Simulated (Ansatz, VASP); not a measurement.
## PbS: VASP beside Ansatz

The input POSCAR:

```
PbS
1.0
    2.2105500000      1.2762616375      3.5889000000
   -2.2105500000      1.2762616375      3.5889000000
    0.0000000000     -2.5525232751      3.5889000000
Pb S
1 1
Direct
    0.9781509158      0.9781509158      0.9781509158
    0.4774504142      0.4774504142      0.4774504142
```

INCAR.step1

```
SYSTEM = PbS
  PREC = Accurate
  ENCUT = 520
  ISMEAR = 0
  SIGMA = 0.05
  LREAL = .FALSE.
  LASPH = .TRUE.
  NELM = 100
  NBANDS = 17
  GGA = PE
  ALGO = Normal
  EDIFF = 1E-4
  LWAVE = .TRUE.
  LCHARG = .FALSE.
```

The input INCAR.step2:

```
SYSTEM = PbS
  PREC = Accurate
  ENCUT = 520
  EDIFF = 1E-6
  ISMEAR = 0
  SIGMA = 0.05
  LREAL = .FALSE.
  LASPH = .TRUE.
  NELM = 100
  ALGO = Normal
  ISIF = 2
  LWAVE = .FALSE.
  LCHARG = .FALSE.
  METAGGA = R2SCAN
  LMIXTAU = .TRUE.
  NBANDS = 17
  ISTART = 1
```

Contents of KPOINTS:

```
Automatic mesh
0
G
  9 9 9
  0 0 0
```

Input for Ansatz:

```yaml
crystal:
  lattice:
    - [2.21055, 1.2762616375, 3.5889]
    - [-2.21055, 1.2762616375, 3.5889]
    - [0.0, -2.5525232751, 3.5889]
  atoms:
    - { symbol: Pb, position: [0.9781509158, 0.9781509158, 0.9781509158] }
    - { symbol: S, position: [0.4774504142, 0.4774504142, 0.4774504142] }
basis:
  ecutwfc: 500
kpoints:
  mp_grid: { grid: [9, 9, 9] }
hamiltonian:
  xc: r2scan
scf:
  occupations: { method: gaussian, width: 0.05 }
output:
  forces: true
  stress: true
  eigenvalues: true
```

Alike in both runs: task single point; functional r2SCAN; k mesh 9 × 9 × 9; occupations gaussian, width 0.05 eV; no spin polarisation.

|  | VASP | Ansatz |
| --- | --- | --- |
| version | VASP 6.6.1 | Ansatz 0.2.0 |
| potentials or method | VASP PAW PBE potentials, release 64 (Pb_d, S), cutoff 520 eV | scalar-relativistic, plane waves, PAW |
| valence electrons in the cell | 20 | 20 |

```csv
,VASP,Ansatz,Ansatz less VASP
pressure (GPa),-5.7,-5.7,+0.03
"traceless stress, the component that is largest in VASP (GPa)",0.16,0.16,0.000
rms of the force components (eV/Å),0.004,0.004,+0.0002
```

VASP's potentials were made for PBE, not for r2SCAN. Atom by atom the forces differ by 0.000 eV/Å (rms over components).

Neither program's run includes spin-orbit coupling.
